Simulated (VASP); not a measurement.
B, 1 atom in the cell. The structure is tetragonal, space group I4/mmm (No. 139). Conventional cell: a = 2.926 Å, b = 2.926 Å, c = 1.621 Å, α = 90.00°, β = 90.00°, γ = 90.00°. B (site symmetry 4/mmm) has 10 B at 1.62 to 2.22 Å within 2.3 Å. The cell was generated, and may not be a known phase.

```yaml
Program: VASP 6.6.1
Task: single point
Functional: PBE
Potentials_or_basis: VASP PAW PBE potentials, release 64 (B)
Cutoff: 520 eV
k_mesh: 38 × 38 × 38
Occupations: gaussian, width 0.1 eV
Spin: no spin polarisation
Dipole_correction: no
Further_INCAR_settings: ALGO = Normal; EDIFF = 1e-06; NBANDS = 8
```

Potentials or basis: VASP PAW PBE potentials, release 64 (B).

Command:

```console
$ cat potpaw_PBE.64/B/POTCAR > POTCAR
$ mpirun -np 1 vasp_std > vasp.out
```

Hardware: 1 thread of Intel(R) Xeon(R) 6975P-C (Granite Rapids), with other jobs on the host.

Q: How long does it take, and how much memory?

A: Run time: 79 s on 1 thread of Intel(R) Xeon(R) 6975P-C (Granite Rapids), with other jobs on the host, peak memory 0.28 GiB. Counts: scf iterations 10, k points 3910.
